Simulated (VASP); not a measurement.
# SnTe in VASP: further runs, part 2 of 2

VASP 6.6.1. The steps go on from the part before.

### Step 3. Relaxation of cell and atoms, PBEsol

This run uses another cell than the first one, of 47.09 Å³/atom, 1.041 times its volume.

Contents of INCAR:

```
ALGO = Normal
EDIFF = 1E-7
EDIFFG = -0.005
ENCUT = 600
GGA = PS
IBRION = 2
ISIF = 3
ISMEAR = -1
LASPH = True
LCHARG = False
LREAL = False
LWAVE = False
NELM = 80
NSW = 80
PREC = Accurate
SIGMA = 0.05
```

Contents of KPOINTS:

```
k-points
0
Gamma
  7 7 7
```

Contents of POSCAR:

```
SnTe
1.0
    0.0000000000      3.6111460000      3.6111460000
    3.6111460000      0.0000000000      3.6111460000
    3.6111460000      3.6111460000      0.0000000000
Te Sn
1 1
Direct
    0.2500000000      0.2500000000      0.2500000000
    0.0000000000      0.0000000000      0.0000000000
```

Potentials or basis: VASP PAW PBE potentials, release 64 (Te, Sn_d).

On the command line:

```sh
cat potpaw_PBE.64/Te/POTCAR potpaw_PBE.64/Sn_d/POTCAR > POTCAR
mpirun -np 1 vasp_std > vasp.out
```

OUTCAR:

```text
EDIFF = 1E-7
   EDIFFG = -0.005
   ENCUT = 600
   GGA = PS
   IBRION = 2
   ISIF = 3
   ISMEAR = -1
   LASPH = True
   LREAL = False
   NELM = 80
   NSW = 80
   PREC = Accurate

 ion  position               nearest neighbor table
   1  0.250  0.250  0.250-   2 3.13   2 3.13   2 3.13   2 3.13
   2  0.000  0.000  0.000-   1 3.13   1 3.13   1 3.13   1 3.13

  LATTYP: Found a face centered cubic cell.
 ALAT       =     7.2222920000

  Lattice vectors:

 A1 = (   0.0000000000,   3.6111460000,   3.6111460000)
 A2 = (   3.6111460000,   0.0000000000,   3.6111460000)
 A3 = (   3.6111460000,   3.6111460000,   0.0000000000)

Analysis of symmetry for initial positions (statically):
=====================================================================
 Subroutine PRICEL returns:
 Original cell was already a primitive cell.

 Routine SETGRP: Setting up the symmetry group for a
 face centered cubic supercell.

 Subroutine GETGRP returns: Found 24 space group operations
 (whereof 24 operations were pure point group operations)
 out of a pool of 48 trial point group operations.

The static configuration has the point symmetry T_d .

Analysis of symmetry for dynamics (positions and initial velocities):
=====================================================================
 Subroutine PRICEL returns:
 Original cell was already a primitive cell.

 Routine SETGRP: Setting up the symmetry group for a
 face centered cubic supercell.

 Subroutine GETGRP returns: Found 24 space group operations
 (whereof 24 operations were pure point group operations)
 out of a pool of 48 trial point group operations.

The dynamic configuration has the point symmetry T_d .

 Subroutine INISYM returns: Found 24 space group operations
 (whereof 24 operations are pure point group operations),
 and found     1 'primitive' translations

----------------------------------------------------------------------------------------

                                     Primitive cell

  volume of cell :      94.1814
[... 99 lines left out ...]
   ISMEAR =    -1;   SIGMA  =   0.05  broadening in eV -4-tet -1-fermi 0-gaus
   EFERMI_NEDOS =   21; number of points for ismear=-14 and -15
   IALGO  =     38    algorithm
   IMIX   =      4    mixing-type and parameters
     AMIX     =   0.40;   BMIX     =  1.00
     AMIX_MAG =   1.60;   BMIX_MAG =  1.00
  volume/ion in A,a.u.               =      47.09       317.78
  Fermi-wavevector in a.u.,A,eV,Ry     =   0.976704  1.845704 12.979296  0.953951
  Thomas-Fermi vector in A             =   2.107344
   LORBIT       =      0    0 simple, 1 ext, 2 COOP (PROOUT), +10 PAW based schemes
   GGA     = PS    functional components
   LHFCALC =     F    Hartree Fock is set to
   AEXX    =    0.0000 exact exchange contribution
   IVDW    =     0    specifies the selected vdW correction
   LEPSILON=     F    determine dielectric tensor
   LRPA    =     F    only Hartree local field effects (RPA)
 conjugate gradient relaxation of ions
 non-spin polarized calculation
  energy-cutoff  :      600.00
  volume of cell :       94.18
 maximum number of plane-waves:      3166
 NGX is ok and might be reduce to    42
   NGX = 21   NGY = 21   NGZ = 21

--------------------------------------- Ionic step        1  -------------------------------------------

 number of electron      20.0000000 magnetization

 Free energy of the ion-electron system (eV)
  ---------------------------------------------------
  ext. energy  EPLUGINS =         0.00000000
  ---------------------------------------------------
  free energy    TOTEN  =        -7.60316191 eV

  energy without entropy =       -7.60149495  energy(sigma->0) =       -7.60232843

------------------------ aborting loop because EDIFF is reached ----------------------------------------

  FORCE on cell =-STRESS in cart. coord.  units (eV):
  Direction    XX          YY          ZZ          XY          YZ          ZX
  --------------------------------------------------------------------------------------
  -------------------------------------------------------------------------------------
  Total       -0.8041440     -0.8041440     -0.8041440      0.0000000     -0.0000000      0.0000000
  in kB      -13.6797851    -13.6797851    -13.6797851      0.0000000     -0.0000000      0.0000000
  external PRESSURE =     -13.6797851 kB  Pullay stress =       0.0000000 kB
[... 59 lines left out ...]
--------------------------------------- Ionic step        3  -------------------------------------------

 number of electron      20.0000001 magnetization

 Free energy of the ion-electron system (eV)
  ---------------------------------------------------
  ext. energy  EPLUGINS =         0.00000000
  ---------------------------------------------------
  free energy    TOTEN  =        -7.62656193 eV

  energy without entropy =       -7.62284575  energy(sigma->0) =       -7.62470384

 E-fermi :   3.5057     XC(G=0):  -7.8671

 val. band max:        3.3901608236   @ k =  -0.2857   0.4286   0.1429
 cond. band min:       3.5330259327   @ k =   0.4286   0.4286   0.0000
 fundamental gap:      0.1428651091
 Fermi energy:         3.5056603577

 k-point     1 :       0.0000    0.0000    0.0000
  band No.  band energies     occupation
      1     -18.1623      2.00000
      2     -18.1623      2.00000
      3     -18.1623      2.00000
      4     -18.1492      2.00000
      5     -18.1492      2.00000
      6      -8.3143      2.00000
      7      -1.5149      2.00000
      8       1.4757      2.00000
      9       1.4757      2.00000
     10       1.4757      2.00000
     11       4.4886      0.00000
     12       4.4886      0.00000
     13       4.4886      0.00000
     14       7.4974      0.00000
[... 350 lines left out ...]
  FREE ENERGIE OF THE ION-ELECTRON SYSTEM (eV)
  ---------------------------------------------------
  free  energy   TOTEN  =        -7.6265619343 eV

  energy  without entropy=       -7.6228457528  energy(sigma->0) =       -7.62470384

 reached required accuracy - stopping structural energy minimisation
```

It took 1.9 min on 1 thread of Intel Xeon Platinum 8488C (Sapphire Rapids), shared host; peak memory 0.27 GiB.

What came out:

```yaml
Free_energy: -7.6266 eV
Relaxed_volume: 44.47 Å³/atom
Relaxed_cell: a = 5.010 Å, b = 5.010 Å, c = 5.010 Å, α = 60.00°, β = 60.00°, γ = 60.00°
Space_group_after_relaxing_to_0.05_Å: F-43m (No. 216)
Energy_gained_by_relaxing: 11.7 meV/atom
Ionic_steps: 3
Pressure_after_relaxing: 0.0 GPa
Band_gap_on_the_k_mesh: 0.14 eV, indirect (least direct gap 0.72 eV)
```

Step by step:
| step | energy change (eV) | largest force (eV/Å) | pressure (GPa) | volume (Å³) |
| --- | --- | --- | --- | --- |
| 1 | 0.0000 | 0.0000 | -1.37 | 94.18 |
| 2 | -0.0234 | 0.0000 | 0.04 | 88.81 |
| 3 | -0.0234 | 0.0000 | 0.00 | 88.93 |

Final structure:
```yaml
crystal:
  lattice:
    - [0.00000, 3.54279, 3.54279]
    - [3.54279, 0.00000, 3.54279]
    - [3.54279, 3.54279, 0.00000]
  atoms:
    - { symbol: Te, position: [0.25000, 0.25000, 0.25000] }
    - { symbol: Sn, position: [0.00000, 0.00000, 0.00000] }
```

Caveat: the PAW data sets were made with another functional, which shifts forces and pressure a little; spin-orbit coupling is left out, which moves the levels of the heavy elements.

### Step 4. Relaxation of cell and atoms, PBEsol, target pressure 5 GPa, at which the enthalpy is minimised

This run uses another cell than the first one, of 47.09 Å³/atom, 1.041 times its volume.

Contents of INCAR:

```
SYSTEM = SnTe
PREC = Accurate
ENCUT = 600
EDIFF = 1E-6
ISMEAR = -1
SIGMA = 0.05
LREAL = .FALSE.
LASPH = .TRUE.
NELM = 60
ALGO = Normal
ISIF = 3
LWAVE = .FALSE.
LCHARG = .FALSE.
GGA = PS
IBRION = 2
NSW = 80
EDIFFG = -0.005
PSTRESS = 50.0
```

Contents of KPOINTS:

```
regular mesh
0
G
  7 7 7
  0 0 0
```

POSCAR is that of step 3.

On the command line:

```sh
cat potpaw_PBE.64/Te/POTCAR potpaw_PBE.64/Sn_d/POTCAR > POTCAR
mpirun -np 1 vasp_std > vasp.out
```

Run time: 2.4 min. Hardware: 1 thread of Intel Xeon Platinum 8488C (Sapphire Rapids), shared host; peak memory 0.29 GiB.

The run converged. Its results:

| Property | Result |
| --- | --- |
| Free energy | -7.4615 eV |
| Relaxed volume | 38.50 Å³/atom |
| Relaxed cell | a = 4.775 Å, b = 4.775 Å, c = 4.775 Å, α = 60.00°, β = 60.00°, γ = 60.00° |
| Space group after relaxing (to 0.05 Å) | F-43m (No. 216) |
| Energy change on relaxing (the enthalpy is what falls) | +70.8 meV/atom |
| Ionic steps | 6 |
| Pressure after relaxing | 5.0 GPa |
| Band gap on the k mesh | zero (band 10 reaches 4.89 eV, above the bottom of band 11 at 4.63 eV) |

Step by step:
```csv
step,energy change (eV),largest force (eV/Å),pressure (GPa),volume (Å³)
1,0.0000,0.0000,-1.38,94.18
2,0.4106,0.0000,9.32,70.86
3,0.1404,0.0000,4.97,77.04
4,0.1505,0.0000,5.15,76.72
5,0.1383,0.0000,4.94,77.11
6,0.1417,0.0000,5.01,77.00
```

Final structure:
```
CELL_PARAMETERS angstrom
0.00000 3.37664 3.37664
3.37664 0.00000 3.37664
3.37664 3.37664 0.00000
ATOMIC_POSITIONS crystal
Te 0.25000 0.25000 0.25000
Sn 0.00000 0.00000 0.00000
```

Levels at points of the mesh, in eV from the Fermi level:
```tsv
k point	band 6	band 7	band 8	band 9	band 10	band 11	band 12	band 13	band 14
(0.00, 0.00, 0.00)	-12.73	-4.57	-2.41	-2.41	-2.41	0.83	0.83	0.83	3.91
```

Caveat: the cell is relaxed towards a set pressure, so the enthalpy falls and the energy may rise; the volume moved by over 15 % at a fixed basis, so the end points are rough; the PAW data sets were made with another functional, which shifts forces and pressure a little; spin-orbit coupling is left out, which moves the levels of the heavy elements.

### Step 5. The runs side by side

```csv
task,cell,cutoff (eV),gap on the mesh (eV),pressure (GPa)
single point,"a = 5.056, b = 5.056, c = 5.005 Å, angles 60.3, 60.3, 59.3°, 2 atoms",520,0.13,-0.5
relaxation of cell and atoms,"relaxed from a = 5.107 Å, angles 60.0°, 2 atoms",600,0.14,0.0
relaxation of cell and atoms,"relaxed to 5 GPa from a = 5.107 Å, angles 60.0°, 2 atoms",600,none,5.0
```

Alike in all rows: level PBEsol; potentials or basis VASP PAW PBE potentials, release 64 (Te, Sn_d); no spin polarisation; k mesh 7 × 7 × 7; smearing fermi-dirac 0.05 eV.

Caveats: the PAW data sets were made with another functional, which shifts forces and pressure a little; spin-orbit coupling is left out, which moves the levels of the heavy elements; the cell is relaxed towards a set pressure, so the enthalpy falls and the energy may rise (some runs); the volume moved by over 15 % at a fixed basis, so the end points are rough (some runs).

Absolute energies hang on the potentials; compare differences alone.
